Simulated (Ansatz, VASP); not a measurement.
## CoO: VASP beside Ansatz

Contents of INCAR:

```
ALGO = Normal
EDIFF = 1E-6
ENCUT = 600
GGA = PS
GGA_COMPAT = False
ISIF = 2
ISMEAR = -1
ISPIN = 2
LASPH = True
LCHARG = False
LMAXMIX = 4
LORBIT = 11
LREAL = False
LWAVE = False
MAGMOM = 2 0
NBANDS = 22
NELM = 200
PREC = Accurate
SIGMA = 0.05
```

Contents of KPOINTS:

```
k-points
0
Gamma
  6 6 6
```

POSCAR

```
CoO
1.0
    1.6022198417      0.9250420569      2.5664708903
   -1.6022198417      0.9250420569      2.5664708903
    0.0000000000     -1.8500841138      2.5664708903
Co O
1 1
Direct
    0.9989783200      0.9989783200      0.9989783200
    0.7510210300      0.7510210300      0.7510210300
```

The input input.yaml:

```yaml
crystal:
  lattice:
    - [1.6022198417, 0.9250420569, 2.5664708903]
    - [-1.6022198417, 0.9250420569, 2.5664708903]
    - [0.0, -1.8500841138, 2.5664708903]
  atoms:
    - { symbol: Co, position: [0.99897832, 0.99897832, 0.99897832], spin: 2.0 }
    - { symbol: O, position: [0.75102103, 0.75102103, 0.75102103] }
hamiltonian:
  xc: pbesol
  pseudopotentials: { kind: paw }
magnetization:
  spin_polarized: true
kpoints:
  mp_grid: { grid: [6, 6, 6] }
scf:
  occupations: { method: fermi_dirac, width: 0.05 }
  n_extra_bands: 6
output:
  forces: true
  stress: true
  eigenvalues: true
  dos: { projected: true, de: 0.05, nscf_kmesh: { grid: [9, 9, 9] } }
```

Alike in both runs: functional PBEsol; k mesh 6 × 6 × 6; occupations fermi-dirac, width 0.05 eV; collinear spin.

```csv
,VASP,Ansatz
version,VASP 6.6.1,Ansatz 0.2.0
potentials or method,"VASP PAW PBE potentials, release 64 (Co_sv, O)",Ansatz PAW
plane-wave cutoff (eV),600,420
valence electrons in the cell,23,23
task,single point,projected density of states
```

Ansatz gave:

```
gap on the k mesh at the Fermi level (eV)                     : none
pressure (GPa)                                                : -8.2
traceless stress, the component that is largest in VASP (GPa) : 3.33
rms of the force components (eV/Å)                            : 0.122
net moment per atom (μB)                                      : 1.37
size of the moment on the site where the two differ most (μB) : 2.19
```

**Question.** Estimate VASP's values.

**Answer.** gap on the k mesh at the Fermi level (eV): none; pressure (GPa): -10.4; traceless stress, the component that is largest in VASP (GPa): 3.34; rms of the force components (eV/Å): 0.122; net moment per atom (μB): 1.37; size of the moment on the site where the two differ most (μB): 2.30.

VASP's potentials were made for PBE, not for PBEsol. Site moments also hang on the region over which each program counts them. Atom by atom the forces differ by 0.000 eV/Å (rms over components). A gap of «none» marks a metal or a gap that the smearing closes. The functional is the same, so the differences come from potentials, cutoffs and numerics.

The k mesh is coarse, so the values compare programs but aren't converged.
